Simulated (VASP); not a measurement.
Write the native input for VASP 6.6.1 that does the following.

```
Task                   : single point
Functional             : LDA
Potentials or basis    : VASP PAW LDA potentials, release 64 (Tl_d)
Cutoff                 : 520 eV
k mesh                 : 9 × 9 × 5
Occupations            : fermi-dirac, width 0.05 eV
Spin                   : no spin polarisation
Dipole correction      : no
Further INCAR settings : ALGO = Normal; EDIFF = 1e-06; NBANDS = 20
```

The structure of Tl lies in POSCAR:

```
Tl
1.0
    3.3854495917      0.0000000000      0.0000000000
   -1.6927247959      2.9318853497      0.0000000000
    0.0000000000      0.0000000000      5.4122132507
Tl
2
Direct
    0.6666666667      0.3333333333      0.7500000000
    0.3333333333      0.6666666667      0.2500000000
```

One way to write it, as run:

INCAR

```
PREC     = Accurate       # precision mode
ENCUT    = 520            # plane-wave cutoff, eV
EDIFF    = 1E-6           # SCF threshold, eV
ISMEAR   = -1             # smearing method
SIGMA    = 0.05           # smearing width, eV
LREAL    = F              # projectors in reciprocal space
LASPH    = T              # aspherical terms in the spheres
NELM     = 80             # most SCF steps
ALGO     = Normal         # electronic algorithm
ISIF     = 2              # what is computed and relaxed
LWAVE    = F              # write WAVECAR
LCHARG   = T              # write CHGCAR
GGA      = CA             # functional
LELF     = T              # ELF
LVHAR    = T            
NBANDS   = 20             # bands
```

KPOINTS

```
regular mesh
0
Gamma
  9 9 5
```

Potentials or basis: VASP PAW LDA potentials, release 64 (Tl_d).

Command:

```bash
$ cat potpaw_LDA.64/Tl_d/POTCAR > POTCAR
$ mpirun -np 1 vasp_std > vasp.out
```

It gave:

```
Pressure               : 1.0 GPa
Band gap on the k mesh : zero (bands 13 and 14 overlap by 3.98 eV)
```

Caveat: spin-orbit coupling is left out, which moves the levels of the heavy elements.

Run time: 20 s on 1 thread of Intel(R) Xeon(R) Platinum 8259CL CPU @ 2.50GHz (Skylake/Cascade Lake), on a shared host, peak memory 0.17 GiB.
